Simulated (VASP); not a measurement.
Li2O: relaxation of cell and atoms with PBE+D4

The system is Li2O.

```
Li O
1.0
     0.00000    2.30500    2.30500
     2.30500    0.00000    2.30500
     2.30500    2.30500    0.00000
Li O
2 1
Direct
  0.25000 0.25000 0.25000
  0.75000 0.75000 0.75000
  0.00000 0.00000 0.00000
```

```yaml
Program: VASP 6.6.1
Task: relaxation of cell and atoms
Functional: PBE
Dispersion: D4
Potentials_or_basis: VASP PAW PBE potentials, release 64 (Li_sv, O)
Cutoff: 750 eV
k_mesh: 6 × 6 × 6
Occupations: gaussian, width 0.01 eV
Spin: no spin polarisation
Dipole_correction: no
Further_INCAR_settings: ALGO = Normal; EDIFF = 1e-07; IBRION = 2; EDIFFG = -0.01; NSW = 80; ISIF = 3
```

```yaml
Relaxed_volume: 8.04 Å³/atom
Relaxed_cell: a = 3.244 Å, b = 3.244 Å, c = 3.244 Å, α = 60.00°, β = 60.00°, γ = 60.00°
Space_group_after_relaxing_to_0.1_Å: Fm-3m (No. 225)
Energy_gained_by_relaxing: 0.5 meV/atom
Ionic_steps: 3
Pressure_after_relaxing: 0.0 GPa
Band_gap_on_the_k_mesh: 5.02 eV (least direct gap 5.42 eV)
Dispersion_energy_per_atom: -0.079 eV
```

The path:
```csv
step,energy change (eV),largest force (eV/Å),pressure (GPa),volume (Å³)
1,0.0000,0.0000,-1.24,24.49
2,-0.0012,0.0000,-0.47,24.27
3,-0.0014,0.0000,0.02,24.13
```

Final structure:
```xyz
3
Lattice="0.0000 2.2937 2.2937 2.2937 0.0000 2.2937 2.2937 2.2937 0.0000" Properties=species:S:1:pos:R:3 pbc="T T T"
Li    1.1468    1.1468    1.1468
Li    3.4405    3.4405    3.4405
O     0.0000    0.0000    0.0000
```

Levels at points of the mesh, in eV from the valence-band top:
```csv
k point,band 2,band 3,band 4,band 5,band 6,band 7,band 8,band 9,band 10
"(0.00, 0.00, 0.00)",-42.59,-15.48,0.00,0.00,0.00,5.42,12.06,12.06,12.06
"(0.50, 0.00, 0.00)",-42.75,-15.25,-2.82,-0.46,-0.46,9.35,10.02,12.18,12.18
"(0.50, 0.50, 0.00)",-42.69,-15.21,-1.62,-1.42,-1.42,5.02,13.74,13.74,14.99
```

Run time: 20 s on 1 thread of AMD EPYC 7R43 64-Core Processor (Zen 3), on a shared host, peak memory 0.13 GiB.

A k mesh can miss the band edges. A hybrid or GW would open this gap; PBE tends to underestimate it.
